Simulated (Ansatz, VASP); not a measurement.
Ga: VASP beside Ansatz

INCAR

```
PREC     = Accurate       # precision mode
ENCUT    = 520            # plane-wave cutoff, eV
EDIFF    = 1E-6           # SCF threshold, eV
ISMEAR   = -1             # smearing method
SIGMA    = 0.03           # smearing width, eV
LREAL    = False          # projectors in reciprocal space
LASPH    = True           # aspherical terms in the spheres
NELM     = 80             # most SCF steps
ALGO     = Normal         # electronic algorithm
ISIF     = 2              # what is computed and relaxed
LWAVE    = False          # write WAVECAR
LCHARG   = False          # write CHGCAR
GGA      = PS             # functional
NBANDS   = 20             # bands
```

The input KPOINTS:

```
regular mesh
0
Gamma
  14 14 11
```

Contents of POSCAR:

```
Ga
1.0
    1.4101245334     -4.1054710295      0.0000000000
    1.4101245334      4.1054710295      0.0000000000
   -0.1197535260      0.0000000000      3.3952393258
Ga
2
Direct
    0.8690000000      0.1310000000      0.2500000000
    0.1310000000      0.8690000000      0.7500000000
```

Input for Ansatz:

```yaml
crystal:
  lattice:
    - [1.4101245334, -4.1054710295, 0.0]
    - [1.4101245334, 4.1054710295, 0.0]
    - [-0.119753526, 0.0, 3.3952393258]
  atoms:
    - { symbol: Ga, position: [0.869, 0.131, 0.25] }
    - { symbol: Ga, position: [0.131, 0.869, 0.75] }
kpoints:
  mp_grid: { grid: [14, 14, 11] }
  band_path:
    path:
      - [0.0, 0.0, 0.0]
      - [-0.5, 0.5, 0.0]
      - [-0.5, 0.5, 0.5]
      - [0.0, 0.0, 0.5]
      - [0.0, 0.0, 0.0]
      - [-0.5, 0.0, 0.5]
      - [0.0, 0.0, 0.0]
      - [-0.5, 0.0, 0.0]
    npoints: 5
scf:
  occupations: { method: fermi_dirac, width: 0.03 }
hamiltonian:
  xc: pbesol
  pseudopotentials: { kind: all_electron, lapw: { basis_error: 0.0005 } }
output:
  forces: true
  stress: true
  eigenvalues: true
```

Change from the starting cell: volume scaled by 1.06.

Alike in both runs: task single point; functional PBEsol; k mesh 14 × 14 × 11; occupations fermi-dirac, width 0.03 eV; no spin polarisation.

|  | VASP | Ansatz |
| --- | --- | --- |
| version | VASP 6.6.1 | Ansatz 0.2.0 |
| potentials or method | VASP PAW PBE potentials, release 64 (Ga_d), cutoff 520 eV | all-electron LAPW, scalar-relativistic |

Ansatz gave:

* pressure (GPa): -4.4
* traceless stress, the component that is largest in VASP (GPa): -0.03
* rms of the force components (eV/Å): 0.087

Problem. What did VASP give for the same quantities?

Solution. Pressure (GPa): -4.4; traceless stress, the component that is largest in VASP (GPa): -0.05; rms of the force components (eV/Å): 0.088.

VASP's potentials were made for PBE, not for PBEsol. Atom by atom the forces differ by 0.000 eV/Å (rms over components). Ansatz ran all-electron here, and VASP with PAW potentials.
